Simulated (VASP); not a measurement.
## Pt: single point with PBEsol

Crystal: Pt.

```
CELL_PARAMETERS angstrom
2.76067 0.00000 0.00000
-1.38033 2.39081 0.00000
0.00000 0.00000 4.79213
ATOMIC_POSITIONS crystal
Pt 0.79010 0.31644 0.73326
Pt 0.33333 0.66667 0.25000
```

This cell differs from its parent crystal: one atom moved.

```json
{
  "Program": "VASP 6.6.1",
  "Task": "single point",
  "Functional": "PBEsol",
  "Potentials or basis": "VASP PAW PBE potentials, release 64 (Pt)",
  "Cutoff": "520 eV",
  "k mesh": "15 × 15 × 8",
  "Occupations": "gaussian, width 0.1 eV",
  "Spin": "no spin polarisation",
  "Dipole correction": "no",
  "Further INCAR settings": "ALGO = Fast; EDIFF = 1e-06; NBANDS = 17"
}
```

```yaml
Pressure: -9.5 GPa
Largest_force: 0.853 eV/Å
Band_gap_on_the_k_mesh: zero (band 10 reaches 10.68 eV, above the bottom of band 11 at 9.27 eV)
```

Forces in eV/Å, atoms in the order of the input:
```
Pt   0.004 -0.275  0.807
Pt  -0.004  0.275 -0.807
```

Stress tensor (GPa, compression positive):
```
 -9.72   0.13  -1.38
  0.13 -11.56  -0.83
 -1.38  -0.83  -7.34
```

Levels at points of the mesh, in eV from the Fermi level:
```csv
k point,band 7,band 8,band 9,band 10,band 11,band 12,band 13,band 14
"(0.00, 0.00, 0.00)",-2.87,-2.38,-0.99,-0.97,-0.76,0.25,4.70,15.02
"(0.00, 0.00, 0.50)",-3.35,-3.24,-1.27,-0.81,-0.73,-0.72,11.11,12.51
```

Wall time 2.8 min on 1 thread of Intel(R) Xeon(R) 6975P-C (Granite Rapids), on a shared host, peak memory 0.48 GiB.

Caveat: the cell differs from its parent crystal (one atom moved); the PAW data sets were made with another functional, which shifts forces and pressure a little; spin-orbit coupling is left out, which moves the levels of the heavy elements.
